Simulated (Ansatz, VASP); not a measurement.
## SiC: VASP beside Ansatz

```
Si C
1.0
     0.00000    2.18987    2.18987
     2.18987    0.00000    2.18987
     2.18987    2.18987    0.00000
Si C
1 1
Direct
  0.00000 0.00000 0.00000
  0.25000 0.25000 0.25000
```

Alike in both runs: functional PBE; k mesh 8 × 8 × 8; no spin polarisation.

Ansatz relaxed the structure, and its values are those at the end. VASP's run is a single point on that final structure, the one shown.

|  | VASP | Ansatz |
| --- | --- | --- |
| version | VASP 6.6.1 | Ansatz 0.2.0 |
| potentials or method | VASP PAW PBE potentials, release 64 (Si, C), cutoff 520 eV | scalar-relativistic, plane waves, PAW |
| occupations | gaussian, width 0.01 eV | fixed |
| valence electrons in the cell | 8 | 8 |

```tsv
	VASP	Ansatz	Ansatz less VASP
gap on the k mesh at the Fermi level (eV)	1.37	1.37	+0.002
least direct gap on the mesh (eV)	4.53	4.53	+0.004
pressure (GPa)	0.0	0.0	+0.04
```
